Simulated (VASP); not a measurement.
A run of VASP 6.6.1 is set up as follows.

INCAR

```
PREC = Accurate
ENCUT = 520
EDIFF = 1E-7
ISMEAR = 0
SIGMA = 0.1
LREAL = F
LASPH = T
NELM = 100
ALGO = Normal
ISIF = 2
LWAVE = F
LCHARG = F
NBANDS = 13
```

File KPOINTS:

```
Automatic mesh
0
Gamma
  18 18 18
```

File POSCAR:

```
Mo
1.0
   -1.5556623026      1.5556623026      1.5556623026
    1.5556623026     -1.5556623026      1.5556623026
    1.5556623026      1.5556623026     -1.5556623026
Mo
1
Direct
    0.0000000000      0.0000000000      0.0000000000
```

Potentials or basis: VASP PAW LDA potentials, release 64 (Mo_sv).

Launch:

```sh
$ cat potpaw_LDA.64/Mo_sv/POTCAR > POTCAR
$ mpirun -np 1 vasp_std > vasp.out
```

Q: Predict the pressure.

A: 1.2 GPa.

Q: What does it give for the band gap on the k mesh?

A: Zero (band 7 reaches 17.30 eV, above the bottom of band 8 at 11.63 eV).
